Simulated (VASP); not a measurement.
# LiCl (P4/mmm) in VASP: further runs

The runs below take LiCl through single point, with PBE.

Everything below comes from runs of VASP 6.6.1. Logs are shortened: lines on timing, memory, paths and dates and some standing lists are left out, and cuts for length are marked.

## (1) The cell of the first run

The structure is tetragonal, space group P4/mmm (No. 123). The conventional cell has a = 3.439 Å, b = 3.439 Å, c = 4.758 Å, α = 90.00°, β = 90.00°, γ = 90.00°. Within 3.2 Å of Li (site symmetry 4/mmm) lie 4 Cl at 2.43 Å. Cl (site symmetry 4/mmm) has 4 Li at 2.43 Å within 3.2 Å.

## (2) Single point, PBE (atoms taken out)

INCAR reads:

```
SYSTEM = LiCl
  ALGO = Normal
  EDIFF = 1E-7
  ENCUT = 520
  GGA = PE
  ISIF = 2
  ISMEAR = 0
  LASPH = .TRUE.
  LCHARG = .TRUE.
  LELF = .TRUE.
  LREAL = .FALSE.
  LVHAR = .TRUE.
  LWAVE = .FALSE.
  NBANDS = 12
  NELM = 80
  PREC = Accurate
  SIGMA = 0.1
```

KPOINTS reads:

```
k-points
0
G
  6 6 4
  0 0 0
```

POSCAR reads:

```
LiCl
1.0
    3.4390851215      0.0000000000      0.0000000000
    0.0000000000      3.4390851215      0.0000000000
    0.0000000000      0.0000000000      4.7583349766
Li Cl
1 1
Direct
    0.0000000000      0.0000000000      0.0000000000
    0.5000000000      0.5000000000      0.0000000000
```

Potentials or basis: VASP PAW PBE potentials, release 64 (Li_sv, Cl).

Started as:

```sh
$ cat potpaw_PBE.64/Li_sv/POTCAR potpaw_PBE.64/Cl/POTCAR > POTCAR
$ mpirun -np 1 vasp_std > vasp.out
```

OUTCAR:

```text
SYSTEM = LiCl
   EDIFF = 1E-7
   ENCUT = 520
   GGA = PE
   ISIF = 2
   ISMEAR = 0
   LASPH = .TRUE.
   LREAL = .FALSE.
   NELM = 80
   PREC = Accurate

 ion  position               nearest neighbor table
   1  0.000  0.000  0.000-   2 2.43   2 2.43   2 2.43   2 2.43
   2  0.500  0.500  0.000-   1 2.43   1 2.43   1 2.43   1 2.43

  LATTYP: Found a simple tetragonal cell.
 ALAT       =     3.4390851215
 C/A-ratio  =     1.3836048857

  Lattice vectors:

 A1 = (   3.4390851215,   0.0000000000,   0.0000000000)
 A2 = (   0.0000000000,   3.4390851215,   0.0000000000)
 A3 = (   0.0000000000,   0.0000000000,   4.7583349766)

Analysis of symmetry for initial positions (statically):
=====================================================================
 Subroutine PRICEL returns:
 Original cell was already a primitive cell.

 Routine SETGRP: Setting up the symmetry group for a
 simple tetragonal supercell.

 Subroutine GETGRP returns: Found 16 space group operations
 (whereof 16 operations were pure point group operations)
 out of a pool of 16 trial point group operations.

The static configuration has the point symmetry D_4h.

Analysis of symmetry for dynamics (positions and initial velocities):
=====================================================================
 Subroutine PRICEL returns:
 Original cell was already a primitive cell.

 Routine SETGRP: Setting up the symmetry group for a
 simple tetragonal supercell.

 Subroutine GETGRP returns: Found 16 space group operations
 (whereof 16 operations were pure point group operations)
 out of a pool of 16 trial point group operations.

The dynamic configuration has the point symmetry D_4h.

 Subroutine INISYM returns: Found 16 space group operations
 (whereof 16 operations are pure point group operations),
 and found     1 'primitive' translations

----------------------------------------------------------------------------------------

                                     Primitive cell

  volume of cell :      56.2783

  direct lattice vectors                    reciprocal lattice vectors
     3.439085121  0.000000000  0.000000000     0.290775007  0.000000000  0.000000000
     0.000000000  3.439085121  0.000000000     0.000000000  0.290775007  0.000000000
     0.000000000  0.000000000  4.758334977     0.000000000  0.000000000  0.210157546

  length of vectors
     3.439085121  3.439085121  4.758334977     0.290775007  0.290775007  0.210157546

  position of ions in fractional coordinates (direct lattice)
     0.000000000  0.000000000  0.000000000
     0.500000000  0.500000000  0.000000000

  ion indices of the primitive-cell ions
   primitive index   ion index
                 1           1
                 2           2

----------------------------------------------------------------------------------------

 KPOINTS: k-points

Automatic generation of k-mesh.
 Grid dimensions read from file:
 generate k-points for:    6    6    4

 Generating k-lattice:

  Cartesian coordinates                     Fractional coordinates (reciprocal lattice)
     0.048462501  0.000000000  0.000000000     0.166666667  0.000000000  0.000000000
     0.000000000  0.048462501  0.000000000     0.000000000  0.166666667  0.000000000
     0.000000000  0.000000000  0.052539386     0.000000000  0.000000000  0.250000000

  Length of vectors
     0.048462501  0.048462501  0.052539386

  Shift w.r.t. Gamma in fractional coordinates (k-lattice)
     0.000000000  0.000000000  0.000000000

 Subroutine IBZKPT returns following result:
 ===========================================

 Found     30 irreducible k-points:

 Following reciprocal coordinates:
            Coordinates               Weight
  0.000000  0.000000  0.000000      1.000000
  0.166667  0.000000  0.000000      4.000000
  0.333333  0.000000  0.000000      4.000000
  0.500000  0.000000  0.000000      2.000000
  0.166667  0.166667  0.000000      4.000000
  0.333333  0.166667  0.000000      8.000000
[... 16 lines left out ...]
  0.333333  0.000000  0.500000      4.000000
  0.500000  0.000000  0.500000      2.000000
 [... further k-points ...]
   k-points           NKPTS =     30   k-points in BZ     NKDIM =     30   number of bands    NBANDS=     12
   number of dos      NEDOS =    301   number of ions     NIONS =      2
   total plane-waves  NPLWV =  28224
   dimension x,y,z NGX =    28 NGY =   28 NGZ =   36
   dimension x,y,z NGXF=    56 NGYF=   56 NGZF=   72
   ions per type =               1   1
   NGX,Y,Z   is equivalent  to a cutoff of  13.54, 13.54, 12.58 a.u.
   NGXF,Y,Z  is equivalent  to a cutoff of  27.07, 27.07, 25.16 a.u.
 SYSTEM =  LiCl
   PREC   = accura    normal or accurate (medium, high low for compatibility)
   ISTART =      0    job   : 0-new  1-cont  2-samecut
   ICHARG =      2    charge: 1-file 2-atom 10-const
   ISPIN  =      1    spin polarized calculation?
   LNONCOLLINEAR =      F non collinear calculations
   LSORBIT =      F    spin-orbit coupling
   LASPH  =      T    aspherical Exc in radial PAW
   ENCUT  =  520.0 eV  38.22 Ry    6.18 a.u.   6.39  6.39  8.85*2*pi/ulx,y,z
   NELM   =     80;   NELMIN=  2; NELMDL= -5     # of ELM steps
   EDIFF  = 0.1E-06   stopping-criterion for ELM
   LREAL  =      F    real-space projection
   EDIFFG = 0.1E-05   stopping-criterion for IOM
   NSW    =      0    number of steps for IOM
   IBRION =     -1    ionic relax: 0-MD 1-quasi-New 2-CG
   NFREE  =      0    steps in history (QN), initial steepest desc. (CG)
   ISIF   =      2    stress and relaxation
   ISYM   =      2    0-nonsym 1-usesym 2-fastsym
   POTIM  = 0.5000    time-step for ionic-motion
   TEBEG  =    0.0;   TEEND  =   0.0 temperature during run
   PSTRESS=    0.0 pullay stress
   NELECT =      10.0000    total number of electrons
   NUPDOWN=      -1.0000    fix difference up-down
   EMIN   =  10.00;   EMAX   =-10.00  energy-range for DOS
   EFERMI =   0.00;   METHOD = LEGACY
   ISMEAR =     0;   SIGMA  =   0.10  broadening in eV -4-tet -1-fermi 0-gaus
   EFERMI_NEDOS =   21; number of points for ismear=-14 and -15
   IALGO  =     38    algorithm
   IMIX   =      4    mixing-type and parameters
     AMIX     =   0.40;   BMIX     =  1.00
     AMIX_MAG =   1.60;   BMIX_MAG =  1.00
  volume/ion in A,a.u.               =      28.14       189.89
  Fermi-wavevector in a.u.,A,eV,Ry     =   0.920367  1.739242 11.525170  0.847076
  Thomas-Fermi vector in A             =   2.045665
   LORBIT       =      0    0 simple, 1 ext, 2 COOP (PROOUT), +10 PAW based schemes
   GGA     = PE    functional components
   LHFCALC =     F    Hartree Fock is set to
   AEXX    =    0.0000 exact exchange contribution
   IVDW    =     0    specifies the selected vdW correction
   LEPSILON=     F    determine dielectric tensor
   LRPA    =     F    only Hartree local field effects (RPA)
 non-spin polarized calculation
 Gauss-broadening in eV      SIGMA  =   0.10
  energy-cutoff  :      520.00
  volume of cell :       56.28
 maximum number of plane-waves:      1530
 NGX is ok and might be reduce to    28
   NGX = 13   NGY = 13   NGZ = 17

 number of electron      10.0000000 magnetization

 number of electron       9.9999989 magnetization

 Free energy of the ion-electron system (eV)
  ---------------------------------------------------
  ext. energy  EPLUGINS =         0.00000000
  ---------------------------------------------------
  free energy    TOTEN  =        -7.17340124 eV

  energy without entropy =       -7.17340124  energy(sigma->0) =       -7.17340124

 E-fermi :  -1.6398     XC(G=0):  -6.2596

 val. band max:       -2.1952946728   @ k =   0.5000   0.0000   0.5000
 cond. band min:       2.6703677744   @ k =   0.0000   0.0000   0.0000
 fundamental gap:      4.8656624471
 Fermi energy:        -1.6397997777

 k-point     1 :       0.0000    0.0000    0.0000
  band No.  band energies     occupation
      1     -46.0251      2.00000
      2     -15.2499      2.00000
      3      -3.2895      2.00000
      4      -2.6445      2.00000
      5      -2.6445      2.00000
      6       2.6704      0.00000
      7       7.4694      0.00000
      8       7.4723      0.00000
      9       8.0337      0.00000
     10      12.7306      0.00000
     11      12.7316      0.00000
     12      12.9066      0.00000

 k-point     2 :       0.1667    0.0000    0.0000
  band No.  band energies     occupation
      1     -46.0247      2.00000
      2     -15.1832      2.00000
      3      -3.2591      2.00000
      4      -3.1715      2.00000
      5      -2.5428      2.00000
      6       3.1350      0.00000
      7       7.3189      0.00000
      8       7.4223      0.00000
      9       8.3673      0.00000
     10      10.5990      0.00000
     11      11.9512      0.00000
     12      12.7704      0.00000

 k-point     3 :       0.3333    0.0000    0.0000
  band No.  band energies     occupation
      1     -46.0237      2.00000
      2     -15.0432      2.00000
      3      -4.2518      2.00000
      4      -2.9135      2.00000
      5      -2.3240      2.00000
      6       4.2126      0.00000
      7       6.2926      0.00000
      8       6.9574      0.00000
      9       8.3462      0.00000
     10       8.7084      0.00000
     11      12.7423      0.00000
     12      13.1404      0.00000

 k-point     4 :       0.5000    0.0000    0.0000
  band No.  band energies     occupation
      1     -46.0231      2.00000
      2     -14.9694      2.00000
      3      -4.6781      2.00000
      4      -2.7712      2.00000
      5      -2.2055      2.00000
      6       5.2840      0.00000
      7       5.7684      0.00000
      8       6.3417      0.00000
      9       7.4884      0.00000
     10       8.0160      0.00000
     11      13.6236      0.00000
     12      13.9897      0.00000

 k-point     5 :       0.1667    0.1667    0.0000
  band No.  band energies     occupation
      1     -46.0242      2.00000
      2     -15.1119      2.00000
      3      -3.2487      2.00000
      4      -3.1220      2.00000
      5      -3.0599      2.00000
      6       3.6272      0.00000
      7       7.2174      0.00000
      8       8.0987      0.00000
      9       8.4231      0.00000
     10       9.1564      0.00000
     11      11.2327      0.00000
     12      13.2904      0.00000
[... 228 lines left out ...]
      1     -46.0252      2.00000
      2     -15.2325      2.00000
      3      -3.7206      2.00000
      4      -2.6300      2.00000
      5      -2.6300      2.00000
      6       4.6822      0.00000
      7       5.3121      0.00000
      8       7.6444      0.00000
      9      10.8478      0.00000
     10      11.6954      0.00000
     11      11.7301      0.00000
     12      11.7301      0.00000

 k-point    22 :       0.1667    0.0000    0.5000
  band No.  band energies     occupation
      1     -46.0247      2.00000
      2     -15.1667      2.00000
      3      -3.5715      2.00000
      4      -3.2224      2.00000
      5      -2.5293      2.00000
      6       4.5683      0.00000
      7       5.7286      0.00000
      8       8.2645      0.00000
      9       9.6271      0.00000
     10      10.7400      0.00000
     11      10.9802      0.00000
     12      12.0031      0.00000

 k-point    23 :       0.3333    0.0000    0.5000
  band No.  band energies     occupation
      1     -46.0236      2.00000
      2     -15.0288      2.00000
      3      -4.1946      2.00000
      4      -3.2359      2.00000
      5      -2.3125      2.00000
      6       4.1174      0.00000
      7       6.0906      0.00000
      8       8.4455      0.00000
      9       8.8081      0.00000
     10       9.3292      0.00000
     11      11.8570      0.00000
     12      12.7183      0.00000

 k-point    24 :       0.5000    0.0000    0.5000
  band No.  band energies     occupation
      1     -46.0232      2.00000
      2     -14.9562      2.00000
      3      -4.6152      2.00000
      4      -3.0435      2.00000
      5      -2.1953      2.00000
      6       3.7755      0.00000
      7       6.1646      0.00000
      8       8.1085      0.00000
      9       8.2356      0.00000
     10       9.7238      0.00000
     11      11.9284      0.00000
     12      13.2560      0.00000

 [... further k-points ...]

------------------------ aborting loop because EDIFF is reached ----------------------------------------

  FORCE on cell =-STRESS in cart. coord.  units (eV):
  Direction    XX          YY          ZZ          XY          YZ          ZX
  --------------------------------------------------------------------------------------
  -------------------------------------------------------------------------------------
  Total       -0.0686494     -0.0686494      0.0315027      0.0000000      0.0000000      0.0000000
  in kB       -1.9543693     -1.9543693      0.8968441      0.0000000      0.0000000      0.0000000
  external PRESSURE =      -1.0039649 kB  Pullay stress =       0.0000000 kB

 VOLUME and BASIS-vectors are now :
 -----------------------------------------------------------------------------
  energy-cutoff  :      520.00
  volume of cell :       56.28
      direct lattice vectors                 reciprocal lattice vectors
     3.439085121  0.000000000  0.000000000     0.290775007  0.000000000  0.000000000
     0.000000000  3.439085121  0.000000000     0.000000000  0.290775007  0.000000000
     0.000000000  0.000000000  4.758334977     0.000000000  0.000000000  0.210157546

 POSITION                                       TOTAL-FORCE (eV/Angst)
 -----------------------------------------------------------------------------------
      0.00000      0.00000      0.00000         0.000000      0.000000      0.000000
      1.71954      1.71954      0.00000         0.000000      0.000000      0.000000
 -----------------------------------------------------------------------------------
    total drift:                                0.000000      0.000000     -0.000000

  FREE ENERGIE OF THE ION-ELECTRON SYSTEM (eV)
  ---------------------------------------------------
  free  energy   TOTEN  =        -7.1734012392 eV

  energy  without entropy=       -7.1734012392  energy(sigma->0) =       -7.17340124
```

Run time: 34 s. Hardware: 1 thread of Oxide Virtual Turin-like, shared host; peak memory 0.14 GiB.

Results:

- Free energy: -7.1734 eV
- Band gap on the k mesh: 4.87 eV (least direct gap 5.31 eV)

Caveat: the cell differs from its parent crystal (atoms taken out); the cutoff is under 1.25 times the usual one of these potentials, so pressure, stress and relaxed cells hold a basis-set (Pulay) error. A k mesh can miss the band edges.

## (3) Single point, PBE (atoms taken out)

INCAR reads:

```
  PREC = Accurate
  ENCUT = 520
  EDIFF = 1E-6
  ISMEAR = 0
  SIGMA = 0.02
  LREAL = False
  LASPH = True
  NELM = 80
  ALGO = Normal
  ISIF = 2
  LWAVE = False
  LCHARG = True
  GGA = PE
  LELF = True
  LVHAR = True
  NBANDS = 12
```

KPOINTS reads:

```
Automatic mesh
0
Gamma
  8 8 6
```

POSCAR reads:

```
LiCl
1.0
    3.4326199224      0.0000000000      0.0000000000
    0.0000000000      3.4326199224      0.0000000000
    0.0000000000      0.0000000000      5.2863800511
Li Cl
1 1
Direct
    0.0000000000      0.0000000000      0.0000000000
    0.5000000000      0.5000000000      0.0000000000
```

Potentials or basis: VASP PAW PBE potentials, release 64 (Li_sv, Cl).

Started as:

```sh
$ cat potpaw_PBE.64/Li_sv/POTCAR potpaw_PBE.64/Cl/POTCAR > POTCAR
$ mpirun -np 1 vasp_std > vasp.out
```

OUTCAR:

```text
PREC = Accurate
   ENCUT = 520
   EDIFF = 1E-6
   ISMEAR = 0
   LREAL = False
   LASPH = True
   NELM = 80
   ISIF = 2
   GGA = PE

 ion  position               nearest neighbor table
   1  0.000  0.000  0.000-   2 2.43   2 2.43   2 2.43   2 2.43
   2  0.500  0.500  0.000-   1 2.43   1 2.43   1 2.43   1 2.43

  LATTYP: Found a simple tetragonal cell.
 ALAT       =     3.4326199224
 C/A-ratio  =     1.5400423498

  Lattice vectors:

 A1 = (   3.4326199224,   0.0000000000,   0.0000000000)
[... 548 lines left out ...]

------------------------ aborting loop because EDIFF is reached ----------------------------------------

  FORCE on cell =-STRESS in cart. coord.  units (eV):
  Direction    XX          YY          ZZ          XY          YZ          ZX
  --------------------------------------------------------------------------------------
  -------------------------------------------------------------------------------------
  Total       -0.0031792     -0.0031792     -0.0136374      0.0000000      0.0000000      0.0000000
  in kB       -0.0817756     -0.0817756     -0.3507773      0.0000000      0.0000000      0.0000000
  external PRESSURE =      -0.1714428 kB  Pullay stress =       0.0000000 kB

 VOLUME and BASIS-vectors are now :
 -----------------------------------------------------------------------------
  energy-cutoff  :      520.00
  volume of cell :       62.29
      direct lattice vectors                 reciprocal lattice vectors
     3.432619922  0.000000000  0.000000000     0.291322670  0.000000000  0.000000000
     0.000000000  3.432619922  0.000000000     0.000000000  0.291322670  0.000000000
     0.000000000  0.000000000  5.286380051     0.000000000  0.000000000  0.189165363

 POSITION                                       TOTAL-FORCE (eV/Angst)
 -----------------------------------------------------------------------------------
      0.00000      0.00000      0.00000         0.000000      0.000000      0.000000
      1.71631      1.71631      0.00000         0.000000      0.000000      0.000000
 -----------------------------------------------------------------------------------
    total drift:                                0.000000      0.000000     -0.000000

  FREE ENERGIE OF THE ION-ELECTRON SYSTEM (eV)
  ---------------------------------------------------
  free  energy   TOTEN  =        -7.1763647386 eV

  energy  without entropy=       -7.1763647386  energy(sigma->0) =       -7.17636474
```

OSZICAR:

```text
N       E                     dE             d eps       ncg     rms          rms(c)
DAV:   1     0.527876758384E+02    0.52788E+02   -0.35798E+03  1440   0.713E+02
DAV:   2    -0.311419412034E+01   -0.55902E+02   -0.53057E+02  1928   0.137E+02
DAV:   3    -0.734003681481E+01   -0.42258E+01   -0.42157E+01  1968   0.418E+01
DAV:   4    -0.748386049988E+01   -0.14382E+00   -0.14372E+00  2208   0.750E+00
DAV:   5    -0.748539175919E+01   -0.15313E-02   -0.15312E-02  1896   0.786E-01    0.251E+00
DAV:   6    -0.721686448591E+01    0.26853E+00   -0.40591E-01  1748   0.274E+00    0.180E+00
DAV:   7    -0.716629037684E+01    0.50574E-01   -0.15430E-01  1948   0.175E+00    0.114E+00
DAV:   8    -0.717275772152E+01   -0.64673E-02   -0.22128E-02  1624   0.926E-01    0.347E-01
DAV:   9    -0.717386745598E+01   -0.11097E-02   -0.12765E-03  1876   0.215E-01    0.167E-01
DAV:  10    -0.717633445981E+01   -0.24670E-02   -0.19169E-03  1588   0.270E-01    0.413E-02
DAV:  11    -0.717634576013E+01   -0.11300E-04   -0.31408E-05  1932   0.405E-02    0.209E-02
DAV:  12    -0.717636386126E+01   -0.18101E-04   -0.14531E-05  1644   0.332E-02    0.117E-02
DAV:  13    -0.717636473858E+01   -0.87733E-06   -0.20901E-06  1728   0.109E-02
   1 F= -.71763647E+01 E0= -.71763647E+01  d E =-.137460E-65
```

Wall time 69 s (1 thread of Oxide Virtual Turin-like, shared host); peak memory 0.15 GiB.

What came out:

```
Free energy            : -7.1764 eV
Band gap on the k mesh : 4.84 eV (least direct gap 5.29 eV)
```

Levels at points of the mesh, in eV from the valence-band top:
| k point | band 3 | band 4 | band 5 | band 6 | band 7 | band 8 |
| --- | --- | --- | --- | --- | --- | --- |
| (0.00, 0.00, 0.00) | -1.22 | -0.44 | -0.44 | 4.84 | 9.38 | 9.55 |
| (0.50, 0.00, 0.00) | -2.48 | -0.66 | 0.00 | 7.49 | 7.52 | 8.46 |
| (0.50, 0.50, 0.00) | -2.42 | -2.42 | -0.27 | 7.70 | 10.57 | 10.57 |
| (0.00, 0.00, 0.50) | -1.44 | -0.44 | -0.44 | 6.53 | 7.08 | 9.80 |
| (0.50, 0.00, 0.50) | -2.45 | -0.79 | 0.00 | 6.15 | 8.28 | 9.89 |
| (0.50, 0.50, 0.50) | -2.41 | -2.41 | -0.35 | 8.15 | 9.27 | 9.27 |

Caveat: the cell differs from its parent crystal (atoms taken out); the cutoff is under 1.25 times the usual one of these potentials, so pressure, stress and relaxed cells hold a basis-set (Pulay) error. A k mesh can miss the band edges.
